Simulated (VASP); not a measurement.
## AlN: single point with PBEsol

AlN:

```
CELL_PARAMETERS angstrom
0.00000 2.18866 2.18866
2.18866 0.00000 2.18866
2.18866 2.18866 0.00000
ATOMIC_POSITIONS crystal
Al 0.99099 0.00901 0.00901
N 0.76736 0.73264 0.73264
```

This cell differs from its parent crystal: mode 4 frozen in at -0.076 Å and mode 5 at +0.000 Å (largest displacements).

```json
{"Program": "VASP 6.6.1", "Task": "single point", "Functional": "PBEsol", "Potentials or basis": "VASP PAW PBE potentials, release 64 (Al, N)", "Cutoff": "520 eV", "k mesh": "10 × 10 × 10", "Occupations": "gaussian, width 0.05 eV", "Spin": "no spin polarisation"}
```

```yaml
Pressure: 1.7 GPa
Largest_force: 1.641 eV/Å
Band_gap_on_the_k_mesh: 2.89 eV, indirect (least direct gap 3.76 eV)
```

Forces in eV/Å, atoms in the order of the input:
```
Al  -1.641  0.000  0.000
N    1.641  0.000  0.000
```

Stress tensor (GPa, compression positive):
```
-0.04  0.00  0.00
 0.00  2.52 -8.13
 0.00 -8.13  2.52
```

Levels at points of the mesh, in eV from the valence-band top:
```csv
k point,band 1,band 2,band 3,band 4,band 5,band 6,band 7,band 8
"(0.00, 0.00, 0.00)",-15.21,-0.60,-0.28,0.00,3.76,12.09,12.14,12.16
"(0.50, 0.00, 0.00)",-13.16,-6.08,-1.06,-0.67,6.97,9.46,10.58,10.80
"(0.00, 0.50, 0.00)",-13.13,-6.26,-0.83,-0.51,6.84,9.33,10.61,10.93
"(0.50, 0.50, 0.00)",-12.51,-5.22,-2.06,-2.04,2.89,8.08,13.41,15.29
"(0.00, 0.50, 0.50)",-12.51,-5.21,-2.30,-1.87,2.91,8.17,13.42,15.20
```

Run time: 33 s on 1 thread of Intel(R) Xeon(R) Platinum 8488C (Sapphire Rapids) (shared host), peak memory 0.16 GiB.

Caveat: the cell differs from its parent crystal (mode 4 frozen in at -0.076 Å and mode 5 at +0.000 Å (largest displacements)); the PAW data sets were made with another functional, which shifts forces and pressure a little. A k mesh can miss the band edges.
